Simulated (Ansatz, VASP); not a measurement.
## One calculation of ZrS, two programs

```
Zr S
1.0
     0.00000    2.64783    2.52318
     2.57911    0.00000    2.52318
     2.57911    2.64783    0.00000
Zr S
1 1
Direct
  0.00000 0.00000 0.00000
  0.50000 0.50000 0.50000
```

Change from the starting cell: strain +e along x and -e along y -0.0133, strain +e along z and -e/2 along x and y -0.0233.

Alike in both runs: task single point; functional PBEsol; k mesh 16 × 16 × 16; occupations gaussian, width 0.15 eV; no spin polarisation.

```csv
,VASP,Ansatz
version,VASP 6.6.1,Ansatz 0.2.0
potentials or method,"VASP PAW PBE potentials, release 64 (Zr_sv, S), cutoff 520 eV","scalar-relativistic, plane waves, PAW"
valence electrons in the cell,18,18
```

|  | VASP | Ansatz | Ansatz less VASP |
| --- | --- | --- | --- |
| gap on the k mesh at the Fermi level (eV) | none | none | - |
| pressure (GPa) | 1.0 | 0.8 | -0.19 |
| traceless stress, the component that is largest in VASP (GPa) | 7.70 | 7.65 | -0.041 |

VASP's potentials were made for PBE, not for PBEsol, and Ansatz warns of the same on its side. A gap of «none» marks a metal or a gap that the smearing closes. With one functional, cell and mesh, what is left measures potentials, basis and numerics.
